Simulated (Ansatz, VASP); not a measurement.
# Sr3Rh2Cl2O5: VASP beside Ansatz

```
Sr Rh Cl O
1.0
     0.00000    3.97460    0.00000
     3.97460    0.00000    0.00000
     1.98730    1.98730  -11.99135
Sr Rh Cl O
3 2 2 5
Direct
  0.50000 0.50000 0.00000
  0.34300 0.34300 0.31400
  0.65700 0.65700 0.68600
  0.07880 0.07880 0.84240
  0.92120 0.92120 0.15760
  0.20500 0.20500 0.59000
  0.79500 0.79500 0.41000
  0.00000 0.00000 0.00000
  0.59000 0.09000 0.82000
  0.09000 0.59000 0.82000
  0.41000 0.91000 0.18000
  0.91000 0.41000 0.18000
```

Alike in both runs: task single point; functional r2SCAN; k mesh 8 × 8 × 8; no spin polarisation.

|  | VASP | Ansatz |
| --- | --- | --- |
| version | VASP 6.6.1 | Ansatz 0.2.0 |
| potentials or method | VASP PAW PBE potentials, release 64 (Sr_sv, Rh_pv, Cl, O), cutoff 520 eV | PAW plane waves |
| occupations | fermi-dirac, width 0.1 eV | fermi-dirac |
| valence electrons in the cell | 104 | 108 |

Ansatz gave:

- pressure (GPa): 3.0
- traceless stress, the component that is largest in VASP (GPa): 1.25
- rms of the force components (eV/Å): 0.392

Problem. Which values does VASP return?

Solution. Pressure (GPa): 3.5; traceless stress, the component that is largest in VASP (GPa): 1.22; rms of the force components (eV/Å): 0.389.

VASP's potentials were made for PBE, not for r2SCAN. Atom by atom the forces differ by 0.016 eV/Å (rms over components). VASP's potentials hold 104 valence electrons a cell and Ansatz's 108, so a difference there can come from the potentials and not from the codes.
